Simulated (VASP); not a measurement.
# TiC (Fm-3m) in VASP: settings compared, part 2 of 3

VASP 6.6.1. Earlier steps stand in the parts before.

**5. Single point, LDA**

This run uses another cell than the first one, of 9.67 Å³/atom, 0.952 times its volume.

File INCAR:

```
PREC = Accurate
ENCUT = 520
EDIFF = 1E-7
ISMEAR = -1
SIGMA = 0.05
LREAL = False
LASPH = True
NELM = 100
ALGO = Normal
ISIF = 2
LWAVE = False
LCHARG = True
LELF = True
LVHAR = True
NBANDS = 15
```

File KPOINTS:

```
Automatic mesh
0
Gamma
  11 11 11
```

File POSCAR:

```
TiC
1.0
    0.0000000000      2.1305063483      2.1305063483
    2.1305063483      0.0000000000      2.1305063483
    2.1305063483      2.1305063483      0.0000000000
Ti C
1 1
Direct
    0.0000000000      0.0000000000      0.0000000000
    0.5000000000      0.5000000000      0.5000000000
```

Potentials or basis: VASP PAW LDA potentials, release 64 (Ti_sv, C).

On the command line:

```console
> cat potpaw_LDA.64/Ti_sv/POTCAR potpaw_LDA.64/C/POTCAR > POTCAR
> mpirun -np 1 vasp_std > vasp.out
```

OUTCAR:

```text
PREC = Accurate
   ENCUT = 520
   EDIFF = 1E-7
   ISMEAR = -1
   LREAL = False
   LASPH = True
   NELM = 100
   ISIF = 2

 ion  position               nearest neighbor table
   1  0.000  0.000  0.000-   2 2.13   2 2.13   2 2.13   2 2.13   2 2.13   2 2.13
   2  0.500  0.500  0.500-   1 2.13   1 2.13   1 2.13   1 2.13   1 2.13   1 2.13

  LATTYP: Found a face centered cubic cell.
 ALAT       =     4.2610126966

  Lattice vectors:

 A1 = (   0.0000000000,   2.1305063483,   2.1305063483)
 A2 = (   2.1305063483,   0.0000000000,   2.1305063483)
 A3 = (   2.1305063483,   2.1305063483,   0.0000000000)

Analysis of symmetry for initial positions (statically):
=====================================================================
 Subroutine PRICEL returns:
 Original cell was already a primitive cell.

 Routine SETGRP: Setting up the symmetry group for a
 face centered cubic supercell.

 Subroutine GETGRP returns: Found 48 space group operations
[... 9 lines left out ...]

 Routine SETGRP: Setting up the symmetry group for a
 face centered cubic supercell.

 Subroutine GETGRP returns: Found 48 space group operations
[... 11 lines left out ...]
                                     Primitive cell

  volume of cell :      19.3410

  direct lattice vectors                    reciprocal lattice vectors
     0.000000000  2.130506348  2.130506348    -0.234685994  0.234685994  0.234685994
     2.130506348  0.000000000  2.130506348     0.234685994 -0.234685994  0.234685994
     2.130506348  2.130506348  0.000000000     0.234685994  0.234685994 -0.234685994

  length of vectors
     3.012990972  3.012990972  3.012990972     0.406488065  0.406488065  0.406488065

  position of ions in fractional coordinates (direct lattice)
[... 8 lines left out ...]
----------------------------------------------------------------------------------------

 KPOINTS: Automatic mesh

Automatic generation of k-mesh.
 Grid dimensions read from file:
 generate k-points for:   11   11   11

[... 84 lines left out ...]
  volume/ion in A,a.u.               =       9.67        65.26
  Fermi-wavevector in a.u.,A,eV,Ry     =   1.536816  2.904162 32.134304  2.361805
  Thomas-Fermi vector in A             =   2.643412
   LORBIT       =      0    0 simple, 1 ext, 2 COOP (PROOUT), +10 PAW based schemes
   GGA     = CA    functional components
   LHFCALC =     F    Hartree Fock is set to
   AEXX    =    0.0000 exact exchange contribution
   IVDW    =     0    specifies the selected vdW correction
   LEPSILON=     F    determine dielectric tensor
   LRPA    =     F    only Hartree local field effects (RPA)
 non-spin polarized calculation
  energy-cutoff  :      520.00
  volume of cell :       19.34
 maximum number of plane-waves:       534
   NGX = 11   NGY = 11   NGZ = 11

 number of electron      16.0000003 magnetization

 Free energy of the ion-electron system (eV)
  ---------------------------------------------------
  ext. energy  EPLUGINS =         0.00000000
  ---------------------------------------------------
  free energy    TOTEN  =       -20.53968658 eV

  energy without entropy =      -20.53698121  energy(sigma->0) =      -20.53833390

 E-fermi :   9.8851     XC(G=0): -13.2313

 val. band max:        9.8208651391   @ k =   0.4545   0.4545   0.0000
 cond. band min:       9.9602029753   @ k =   0.0909   0.0000   0.0000
 fundamental gap:      0.1393378362
 Fermi energy:         9.8851193418

 k-point     1 :       0.0000    0.0000    0.0000
  band No.  band energies     occupation
      1     -45.9165      2.00000
      2     -22.2927      2.00000
      3     -22.2927      2.00000
      4     -22.2927      2.00000
      5      -2.6063      2.00000
      6      10.4708      0.00002
      7      10.4708      0.00002
      8      10.4708      0.00002
      9      11.5790      0.00000
     10      11.5790      0.00000
     11      11.5790      0.00000
     12      11.6417      0.00000
     13      11.6417      0.00000
     14      21.1736      0.00000
[... 401 lines left out ...]
      2     -22.6314      2.00000
      3     -22.4255      2.00000
      4     -22.3161      2.00000
      5      -0.7675      2.00000
      6       6.4801      2.00000
      7       7.5420      2.00000
      8       7.7812      2.00000
      9      11.3900      0.00000
     10      12.6254      0.00000
     11      13.5644      0.00000
     12      14.5119      0.00000
     13      17.4992      0.00000
     14      22.1954      0.00000
     15      23.7770      0.00000

 [... further k-points ...]
[... 5 lines left out ...]
  --------------------------------------------------------------------------------------
  -------------------------------------------------------------------------------------
  Total        0.0859688      0.0859688      0.0859688     -0.0000000      0.0000000     -0.0000000
  in kB        7.1215211      7.1215211      7.1215211     -0.0000000      0.0000000     -0.0000000
  external PRESSURE =       7.1215211 kB  Pullay stress =       0.0000000 kB

 VOLUME and BASIS-vectors are now :
 -----------------------------------------------------------------------------
  energy-cutoff  :      520.00
  volume of cell :       19.34
      direct lattice vectors                 reciprocal lattice vectors
     0.000000000  2.130506348  2.130506348    -0.234685994  0.234685994  0.234685994
     2.130506348  0.000000000  2.130506348     0.234685994 -0.234685994  0.234685994
     2.130506348  2.130506348  0.000000000     0.234685994  0.234685994 -0.234685994

 POSITION                                       TOTAL-FORCE (eV/Angst)
 -----------------------------------------------------------------------------------
      0.00000      0.00000      0.00000         0.000000      0.000000      0.000000
      2.13051      2.13051      2.13051         0.000000      0.000000      0.000000
 -----------------------------------------------------------------------------------
    total drift:                                0.000000     -0.000000     -0.000000

  FREE ENERGIE OF THE ION-ELECTRON SYSTEM (eV)
  ---------------------------------------------------
  free  energy   TOTEN  =       -20.5396865843 eV

  energy  without entropy=      -20.5369812107  energy(sigma->0) =      -20.53833390
```

OSZICAR:

```text
N       E                     dE             d eps       ncg     rms          rms(c)
DAV:   1     0.112727460187E+03    0.11273E+03   -0.79153E+03  1680   0.127E+03
DAV:   2    -0.188345306668E+02   -0.13156E+03   -0.12271E+03  1799   0.330E+02
DAV:   3    -0.257402428310E+02   -0.69057E+01   -0.67925E+01  2161   0.762E+01
DAV:   4    -0.259706216309E+02   -0.23038E+00   -0.23015E+00  2097   0.126E+01
DAV:   5    -0.259760920637E+02   -0.54704E-02   -0.54701E-02  2116   0.177E+00    0.190E+01
DAV:   6    -0.211457408582E+02    0.48304E+01   -0.11494E+01  2356   0.565E+01    0.680E+00
DAV:   7    -0.205795635129E+02    0.56618E+00   -0.20407E+00  1973   0.205E+01    0.526E+00
DAV:   8    -0.205493590276E+02    0.30204E-01   -0.11616E-01  1899   0.372E+00    0.317E+00
DAV:   9    -0.205429540437E+02    0.64050E-02   -0.77033E-02  2227   0.325E+00    0.776E-01
DAV:  10    -0.205410518986E+02    0.19021E-02   -0.10110E-02  2202   0.145E+00    0.557E-01
DAV:  11    -0.205397223187E+02    0.13296E-02   -0.25981E-03  1946   0.709E-01    0.107E-01
DAV:  12    -0.205396954221E+02    0.26897E-04   -0.26063E-04  1918   0.175E-01    0.432E-02
DAV:  13    -0.205396869044E+02    0.85177E-05   -0.18558E-05  2093   0.368E-02    0.705E-03
DAV:  14    -0.205396866705E+02    0.23385E-06   -0.47987E-07  2009   0.607E-03    0.363E-03
DAV:  15    -0.205396865843E+02    0.86231E-07   -0.12941E-07  1989   0.273E-03
   1 F= -.20539687E+02 E0= -.20538334E+02  d E =-.270537E-02
```

Wall time 23 s (1 thread of AMD EPYC 7R43 (Zen 3), shared host); peak memory 0.1 GiB.

Results:

- Free energy: -20.5397 eV
- Pressure: 0.7 GPa
- Band gap on the k mesh: zero (band 8 reaches 10.47 eV, above the bottom of band 9 at 9.41 eV)

Levels at points of the mesh, in eV from the Fermi level:
```tsv
k point	band 6	band 7	band 8	band 9	band 10	band 11
(0.00, 0.00, 0.00)	0.59	0.59	0.59	1.69	1.69	1.69
```

(Continued in part 3 of 3.)
